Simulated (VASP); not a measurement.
A run of VASP 6.6.1:

INCAR

```
ALGO     = Normal         # electronic algorithm
EDIFF    = 1E-7           # SCF threshold, eV
ENCUT    = 520            # plane-wave cutoff, eV
GGA      = PE             # functional
ISIF     = 2              # what is computed and relaxed
ISMEAR   = 0              # smearing method
LASPH    = T              # aspherical terms in the spheres
LCHARG   = T              # write CHGCAR
LELF     = T              # ELF
LREAL    = F              # projectors in reciprocal space
LVHAR    = T            
LWAVE    = F              # write WAVECAR
NBANDS   = 18             # bands
NELM     = 80             # most SCF steps
PREC     = Accurate       # precision mode
SIGMA    = 0.1            # smearing width, eV
```

File KPOINTS:

```
k-points
0
Gamma
  4 4 4
```

Contents of POSCAR:

```
Be6N
1.0
    4.5655607661      0.0000000000      0.0000000000
    0.0000000000      4.5655607661      0.0000000000
    0.0000000000      0.0000000000      3.9245527167
Be N
6 1
Direct
    0.1974999191      0.5000000000      0.0594998849
    0.8025000809      0.5000000000      0.0594998849
    0.5000000000      0.1974999191      0.0594998849
    0.5000000000      0.8025000809      0.0594998849
    0.5000000000      0.0000000000      0.5632965825
    0.0000000000      0.5000000000      0.5632965825
    0.0000000000      0.0000000000      0.8805648755
```

Potentials or basis: VASP PAW PBE potentials, release 64 (Be, N).

The run is started by

```sh
$ cat potpaw_PBE.64/Be/POTCAR potpaw_PBE.64/N/POTCAR > POTCAR
$ mpirun -np 1 vasp_std > vasp.out
```

Hardware: 1 thread of Intel(R) Xeon(R) 6975P-C (Granite Rapids), on a shared host.

**Question.** Estimate the wall time of this run.

**Answer.** Run time: 10 s on 1 thread of Intel(R) Xeon(R) 6975P-C (Granite Rapids), on a shared host, peak memory 0.18 GiB. Counts: scf iterations 14, k points 18.
